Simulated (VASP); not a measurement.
# TmNbTe3 (P4/mmm) in VASP: a series of runs

Runs on TmNbTe3. Level: PBE. Tasks: single point.

All numbers are computed with VASP 6.6.1; they aren't measurements. Logs are shortened: lines on timing, memory, paths and dates and some standing lists are left out, and cuts for length are marked.

## (1) The cell of the first run

Symmetry: P4/mmm, No. 123, tetragonal system. The conventional cell has a = 5.422 Å, b = 5.422 Å, c = 5.389 Å, α = 90.00°, β = 90.00°, γ = 90.00°. Tm (site symmetry 4/mmm) has 12 Te at 3.82 to 3.83 Å and 8 Nb at 4.69 Å within 5.0 Å. Nb (site symmetry 4/mmm) has 6 Te at 2.69 to 2.71 Å within 3.6 Å. Te (site symmetry 4/mmm) has 2 Nb at 2.69 Å within 3.6 Å. Within 3.6 Å of Te (site symmetry mmm) lie 2 Nb at 2.71 Å.

The cell was built from a structure type or drawn by symmetry, and may not be a known phase.

## (2) Single point, PBE

Contents of INCAR:

```
PREC = Accurate
ENCUT = 500
EDIFF = 1E-6
ISMEAR = 0
SIGMA = 0.1
LREAL = False
LASPH = True
NELM = 200
ALGO = Normal
ISIF = 2
LWAVE = False
LCHARG = False
GGA = PE
NBANDS = 28
GGA_COMPAT = False
LMAXMIX = 6
```

Contents of KPOINTS:

```
Automatic mesh
0
Gamma
  4 4 4
```

Contents of POSCAR:

```
TmNbTe3
1.0
    5.4219020129      0.0000000000      0.0000000000
    0.0000000000      5.4219020129      0.0000000000
    0.0000000000      0.0000000000      5.3888448763
Tm Nb Te
1 1 3
Direct
    0.0000000000      0.0000000000      0.5000000000
    0.5000000000      0.5000000000      0.0000000000
    0.5000000000      0.5000000000      0.5000000000
    0.0000000000      0.5000000000      0.0000000000
    0.5000000000      0.0000000000      0.0000000000
```

Potentials or basis: VASP PAW PBE potentials, release 64 (Tm_3, Nb_sv, Te), 4f in core.

On the command line:

```
cat potpaw_PBE.64/Tm_3/POTCAR potpaw_PBE.64/Nb_sv/POTCAR potpaw_PBE.64/Te/POTCAR > POTCAR
mpirun -np 1 vasp_std > vasp.out
```

OUTCAR:

```text
PREC = Accurate
   ENCUT = 500
   EDIFF = 1E-6
   ISMEAR = 0
   LREAL = False
   LASPH = True
   NELM = 200
   ISIF = 2
   GGA = PE

 ion  position               nearest neighbor table
   1  0.000  0.000  0.500-
   2  0.500  0.500  0.000-   3 2.69   3 2.69   5 2.71   4 2.71   5 2.71   4 2.71
   3  0.500  0.500  0.500-   2 2.69   2 2.69
   4  0.000  0.500  0.000-   2 2.71   2 2.71
   5  0.500  0.000  0.000-   2 2.71   2 2.71

  LATTYP: Found a simple tetragonal cell.
 ALAT       =     5.4219020129
 C/A-ratio  =     0.9939030369

  Lattice vectors:

 A1 = (   5.4219020129,   0.0000000000,   0.0000000000)
 A2 = (   0.0000000000,   5.4219020129,   0.0000000000)
 A3 = (   0.0000000000,   0.0000000000,   5.3888448763)

Analysis of symmetry for initial positions (statically):
=====================================================================
 Subroutine PRICEL returns:
 Original cell was already a primitive cell.

 Routine SETGRP: Setting up the symmetry group for a
 simple tetragonal supercell.

 Subroutine GETGRP returns: Found 16 space group operations
 (whereof 16 operations were pure point group operations)
 out of a pool of 16 trial point group operations.

The static configuration has the point symmetry D_4h.

Analysis of symmetry for dynamics (positions and initial velocities):
=====================================================================
 Subroutine PRICEL returns:
 Original cell was already a primitive cell.

 Routine SETGRP: Setting up the symmetry group for a
 simple tetragonal supercell.

 Subroutine GETGRP returns: Found 16 space group operations
 (whereof 16 operations were pure point group operations)
 out of a pool of 16 trial point group operations.

The dynamic configuration has the point symmetry D_4h.

 Subroutine INISYM returns: Found 16 space group operations
 (whereof 16 operations are pure point group operations),
 and found     1 'primitive' translations

----------------------------------------------------------------------------------------

                                     Primitive cell

  volume of cell :     158.4160

  direct lattice vectors                    reciprocal lattice vectors
     5.421902013  0.000000000  0.000000000     0.184437121  0.000000000  0.000000000
     0.000000000  5.421902013  0.000000000     0.000000000  0.184437121  0.000000000
     0.000000000  0.000000000  5.388844876     0.000000000  0.000000000  0.185568526

  length of vectors
     5.421902013  5.421902013  5.388844876     0.184437121  0.184437121  0.185568526

  position of ions in fractional coordinates (direct lattice)
     0.000000000  0.000000000  0.500000000
     0.500000000  0.500000000  0.000000000
     0.500000000  0.500000000  0.500000000
     0.000000000  0.500000000  0.000000000
     0.500000000  0.000000000  0.000000000

  ion indices of the primitive-cell ions
   primitive index   ion index
                 1           1
                 2           2
                 3           3
                 4           4
                 5           5

----------------------------------------------------------------------------------------

 KPOINTS: Automatic mesh

Automatic generation of k-mesh.
 Grid dimensions read from file:
 generate k-points for:    4    4    4

 Generating k-lattice:

  Cartesian coordinates                     Fractional coordinates (reciprocal lattice)
     0.046109280  0.000000000  0.000000000     0.250000000  0.000000000  0.000000000
     0.000000000  0.046109280  0.000000000     0.000000000  0.250000000  0.000000000
     0.000000000  0.000000000  0.046392131     0.000000000  0.000000000  0.250000000

  Length of vectors
     0.046109280  0.046109280  0.046392131

  Shift w.r.t. Gamma in fractional coordinates (k-lattice)
     0.000000000  0.000000000  0.000000000

 Subroutine IBZKPT returns following result:
 ===========================================

 Found     18 irreducible k-points:

 Following reciprocal coordinates:
            Coordinates               Weight
  0.000000  0.000000  0.000000      1.000000
  0.250000  0.000000  0.000000      4.000000
  0.500000  0.000000  0.000000      2.000000
  0.250000  0.250000  0.000000      4.000000
  0.500000  0.250000  0.000000      4.000000
  0.500000  0.500000  0.000000      1.000000
[... 10 lines left out ...]
  0.500000  0.250000  0.500000      4.000000
  0.500000  0.500000  0.500000      1.000000
   k-points           NKPTS =     18   k-points in BZ     NKDIM =     18   number of bands    NBANDS=     28
   number of dos      NEDOS =    301   number of ions     NIONS =      5
   total plane-waves  NPLWV =  64000
   dimension x,y,z NGX =    40 NGY =   40 NGZ =   40
   dimension x,y,z NGXF=    80 NGYF=   80 NGZF=   80
   ions per type =               1   1   3
   NGX,Y,Z   is equivalent  to a cutoff of  12.26, 12.26, 12.34 a.u.
   NGXF,Y,Z  is equivalent  to a cutoff of  24.53, 24.53, 24.68 a.u.
 SYSTEM =  unknown system
   PREC   = accura    normal or accurate (medium, high low for compatibility)
   ISTART =      0    job   : 0-new  1-cont  2-samecut
   ICHARG =      2    charge: 1-file 2-atom 10-const
   ISPIN  =      1    spin polarized calculation?
   LNONCOLLINEAR =      F non collinear calculations
   LSORBIT =      F    spin-orbit coupling
   LASPH  =      T    aspherical Exc in radial PAW
   ENCUT  =  500.0 eV  36.75 Ry    6.06 a.u.   9.89  9.89  9.83*2*pi/ulx,y,z
   NELM   =    200;   NELMIN=  2; NELMDL= -5     # of ELM steps
   EDIFF  = 0.1E-05   stopping-criterion for ELM
   LREAL  =      F    real-space projection
   EDIFFG = 0.1E-04   stopping-criterion for IOM
   NSW    =      0    number of steps for IOM
   IBRION =     -1    ionic relax: 0-MD 1-quasi-New 2-CG
   NFREE  =      0    steps in history (QN), initial steepest desc. (CG)
   ISIF   =      2    stress and relaxation
   ISYM   =      2    0-nonsym 1-usesym 2-fastsym
   POTIM  = 0.5000    time-step for ionic-motion
   TEBEG  =    0.0;   TEEND  =   0.0 temperature during run
   PSTRESS=    0.0 pullay stress
   NELECT =      40.0000    total number of electrons
   NUPDOWN=      -1.0000    fix difference up-down
   EMIN   =  10.00;   EMAX   =-10.00  energy-range for DOS
   EFERMI =   0.00;   METHOD = LEGACY
   ISMEAR =     0;   SIGMA  =   0.10  broadening in eV -4-tet -1-fermi 0-gaus
   EFERMI_NEDOS =   21; number of points for ismear=-14 and -15
   IALGO  =     38    algorithm
   IMIX   =      4    mixing-type and parameters
     AMIX     =   0.40;   BMIX     =  1.00
     AMIX_MAG =   1.60;   BMIX_MAG =  1.00
  volume/ion in A,a.u.               =      31.68       213.81
  Fermi-wavevector in a.u.,A,eV,Ry     =   1.034733  1.955363 14.567395  1.070673
  Thomas-Fermi vector in A             =   2.169043
   LORBIT       =      0    0 simple, 1 ext, 2 COOP (PROOUT), +10 PAW based schemes
   GGA     = PE    functional components
   LHFCALC =     F    Hartree Fock is set to
   AEXX    =    0.0000 exact exchange contribution
   IVDW    =     0    specifies the selected vdW correction
   LEPSILON=     F    determine dielectric tensor
   LRPA    =     F    only Hartree local field effects (RPA)
 non-spin polarized calculation
 Gauss-broadening in eV      SIGMA  =   0.10
  energy-cutoff  :      500.00
  volume of cell :      158.42
 maximum number of plane-waves:      4044
 NGX is ok and might be reduce to    40
   NGX = 19   NGY = 19   NGZ = 19

 number of electron      40.0000006 magnetization

 Free energy of the ion-electron system (eV)
  ---------------------------------------------------
  ext. energy  EPLUGINS =         0.00000000
  ---------------------------------------------------
  free energy    TOTEN  =       -24.20409463 eV

  energy without entropy =      -24.15991157  energy(sigma->0) =      -24.18200310

 E-fermi :   6.1224     XC(G=0):  -9.4432

 val. band max:        6.1215915175   @ k =   0.0000   0.0000   0.0000
 cond. band min:       6.1409142547   @ k =   0.5000   0.5000   0.5000
 fundamental gap:      0.0193227372
 Fermi energy:         6.1224110618

 k-point     1 :       0.0000    0.0000    0.0000
  band No.  band energies     occupation
      1     -49.6826      2.00000
      2     -25.8201      2.00000
      3     -25.8125      2.00000
      4     -25.8125      2.00000
      5     -21.8398      2.00000
      6     -21.8398      2.00000
[... 20 lines left out ...]
     27       7.1485      0.00000
     28       7.1908      0.00000

 k-point     2 :       0.2500    0.0000    0.0000
  band No.  band energies     occupation
      1     -49.6828      2.00000
      2     -25.8199      2.00000
      3     -25.8123      2.00000
      4     -25.8112      2.00000
      5     -21.8405      2.00000
      6     -21.8398      2.00000
[... 20 lines left out ...]
     27       7.5894      0.00000
     28       7.6201      0.00000

 k-point     3 :       0.5000    0.0000    0.0000
  band No.  band energies     occupation
      1     -49.6829      2.00000
      2     -25.8197      2.00000
      3     -25.8121      2.00000
      4     -25.8099      2.00000
      5     -21.8411      2.00000
      6     -21.8397      2.00000
[... 20 lines left out ...]
     27       8.1330      0.00000
     28       8.1880      0.00000

 k-point     4 :       0.2500    0.2500    0.0000
  band No.  band energies     occupation
      1     -49.6829      2.00000
      2     -25.8197      2.00000
      3     -25.8110      2.00000
      4     -25.8110      2.00000
      5     -21.8404      2.00000
      6     -21.8404      2.00000
[... 392 lines left out ...]
     27       7.9851      0.00000
     28       8.5972      0.00000

 k-point    17 :       0.5000    0.2500    0.5000
  band No.  band energies     occupation
      1     -49.6834      2.00000
      2     -25.8165      2.00000
      3     -25.8103      2.00000
      4     -25.8092      2.00000
      5     -21.8409      2.00000
      6     -21.8402      2.00000
[... 20 lines left out ...]
     27       7.9289      0.00000
     28       7.9387      0.00000

 k-point    18 :       0.5000    0.5000    0.5000
  band No.  band energies     occupation
      1     -49.6836      2.00000
      2     -25.8163      2.00000
      3     -25.8090      2.00000
      4     -25.8090      2.00000
      5     -21.8408      2.00000
      6     -21.8408      2.00000
[... 20 lines left out ...]
     27       7.4119      0.00000
     28       7.4340      0.00000

------------------------ aborting loop because EDIFF is reached ----------------------------------------

  FORCE on cell =-STRESS in cart. coord.  units (eV):
  Direction    XX          YY          ZZ          XY          YZ          ZX
  --------------------------------------------------------------------------------------
  -------------------------------------------------------------------------------------
  Total        0.0156539      0.0156539      0.2515194      0.0000000     -0.0000000      0.0000000
  in kB        0.1583191      0.1583191      2.5438011      0.0000000     -0.0000000      0.0000000
  external PRESSURE =       0.9534798 kB  Pullay stress =       0.0000000 kB

 VOLUME and BASIS-vectors are now :
 -----------------------------------------------------------------------------
  energy-cutoff  :      500.00
  volume of cell :      158.42
      direct lattice vectors                 reciprocal lattice vectors
     5.421902013  0.000000000  0.000000000     0.184437121  0.000000000  0.000000000
     0.000000000  5.421902013  0.000000000     0.000000000  0.184437121  0.000000000
     0.000000000  0.000000000  5.388844876     0.000000000  0.000000000  0.185568526

 POSITION                                       TOTAL-FORCE (eV/Angst)
 -----------------------------------------------------------------------------------
      0.00000      0.00000      2.69442         0.000000      0.000000      0.000000
      2.71095      2.71095      0.00000         0.000000      0.000000      0.000000
      2.71095      2.71095      2.69442         0.000000      0.000000      0.000000
      0.00000      2.71095      0.00000         0.000000      0.000000      0.000000
      2.71095      0.00000      0.00000         0.000000      0.000000      0.000000
 -----------------------------------------------------------------------------------
    total drift:                                0.000000     -0.000000     -0.000000

  FREE ENERGIE OF THE ION-ELECTRON SYSTEM (eV)
  ---------------------------------------------------
  free  energy   TOTEN  =       -24.2040946272 eV

  energy  without entropy=      -24.1599115714  energy(sigma->0) =      -24.18200310
```

Wall time 41 s (1 thread of AMD EPYC 9R45 (Zen 5), shared host); peak memory 0.25 GiB.

What came out:

```yaml
Free_energy: -24.2041 eV
Pressure: 0.1 GPa
Band_gap_on_the_k_mesh: zero (bands 20 and 21 overlap by 0.75 eV)
```

Stress tensor (GPa, compression positive):
```
0.02 0.00 0.00
0.00 0.02 0.00
0.00 0.00 0.25
```

Caveat: spin-orbit coupling is left out, which moves the levels of the heavy elements; the 4f electrons are frozen in the core, so they carry no moment and show no levels.

## (3) Single point, PBE

This run uses another cell than the first one, of 32.08 Å³/atom.

Contents of INCAR:

```
PREC     = Accurate       # precision mode
ENCUT    = 500            # plane-wave cutoff, eV
EDIFF    = 1E-6           # SCF threshold, eV
ISMEAR   = 0              # smearing method
SIGMA    = 0.1            # smearing width, eV
LREAL    = False          # projectors in reciprocal space
LASPH    = True           # aspherical terms in the spheres
NELM     = 200            # most SCF steps
ALGO     = Normal         # electronic algorithm
ISIF     = 2              # what is computed and relaxed
LWAVE    = False          # write WAVECAR
LCHARG   = False          # write CHGCAR
GGA      = PE             # functional
NBANDS   = 28             # bands
GGA_COMPAT= False        
LMAXMIX  = 6              # l up to which the mixer works
```

Contents of KPOINTS:

```
regular mesh
0
Gamma
  4 4 4
```

Edit POSCAR of step 2 so:

```diff
@@ -2,5 +2,5 @@
 1.0
-    5.4219020129      0.0000000000      0.0000000000
-    0.0000000000      5.4219020129      0.0000000000
-    0.0000000000      0.0000000000      5.3888448763
+    5.4511335700      0.0000000000      0.0000000000
+    0.0000000000      5.4511335700      0.0000000000
+    0.0000000000      0.0000000000      5.3972273400
 Tm Nb Te
```

Potentials or basis: VASP PAW PBE potentials, release 64 (Tm_3, Nb_sv, Te), 4f in core.

On the command line:

```
cat potpaw_PBE.64/Tm_3/POTCAR potpaw_PBE.64/Nb_sv/POTCAR potpaw_PBE.64/Te/POTCAR > POTCAR
mpirun -np 1 vasp_std > vasp.out
```

It took 35 s on 1 thread of AMD EPYC 9R45 (Zen 5), shared host; peak memory 0.25 GiB.

Results (log left out):

```
Free energy            : -24.2005 eV
Pressure               : -0.6 GPa
Band gap on the k mesh : zero (bands 20 and 21 overlap by 0.77 eV)
```

Stress tensor (GPa, compression positive):
```
-0.69  0.00  0.00
 0.00 -0.69  0.00
 0.00  0.00 -0.34
```

Levels at points of the mesh, in eV from the Fermi level:
```tsv
k point	band 18	band 19	band 20	band 21	band 22	band 23
(0.00, 0.00, 0.00)	-1.25	-1.24	-1.06	-0.66	-0.66	-0.65
(0.50, 0.00, 0.00)	-1.12	-1.12	-1.09	0.67	0.76	0.91
(0.50, 0.50, 0.00)	-2.66	-0.43	-0.04	0.51	0.55	0.55
(0.00, 0.00, 0.50)	-1.15	-1.15	-1.10	0.64	0.75	0.99
(0.50, 0.00, 0.50)	-2.66	-0.37	-0.05	0.52	0.55	0.61
(0.50, 0.50, 0.50)	-0.03	0.01	0.01	0.69	0.71	0.71
```

Caveat: spin-orbit coupling is left out, which moves the levels of the heavy elements; the 4f electrons are frozen in the core, so they carry no moment and show no levels. Spin polarisation is off, so any magnetic state and its effect on volume and gap are missing.
